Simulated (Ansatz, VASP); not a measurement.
## ZrNb2N4 in VASP and in Ansatz

```xyz
7
Lattice="-2.1099 2.1099 5.3487 2.1099 -2.1099 5.3487 2.1099 2.1099 -5.3487" Properties=species:S:1:pos:R:3 pbc="T T T"
Zr    0.0000    0.0000    0.0000
Nb    0.0000    0.0000    3.9826
Nb    0.0000    0.0000    6.7149
N     0.0000    2.1099    0.0000
N     2.1099    0.0000    0.0000
N     0.0000    0.0000    2.2291
N     0.0000    0.0000    8.4684
```

Change from the starting cell: species swapped into the Sr2MnO4 type (I4/mmm, No. 139).

Alike in both runs: functional PBE; k mesh 5 × 5 × 5; occupations gaussian, width 0.15 eV; no spin polarisation.

Ansatz relaxed the structure, and its values are those at the end. VASP's run is a single point on that final structure, the one shown.

|  | VASP | Ansatz |
| --- | --- | --- |
| version | VASP 6.6.1 | Ansatz 0.2.0 |
| potentials or method | VASP PAW PBE potentials, release 64 (Zr_sv, Nb_sv, N), cutoff 600 eV | scalar-relativistic, plane waves, PAW |
| valence electrons in the cell | 58 | 58 |

```csv
,VASP,Ansatz,Ansatz less VASP
gap on the k mesh at the Fermi level (eV),none,none,-
pressure (GPa),-0.3,-0.2,+0.14
rms of the force components (eV/Å),0.017,0.004,-0.0129
```

A gap of «none» marks a metal or a gap that the smearing closes. With one functional, cell and mesh, what is left measures potentials, basis and numerics.

The k mesh is coarse, so the values compare programs but aren't converged.
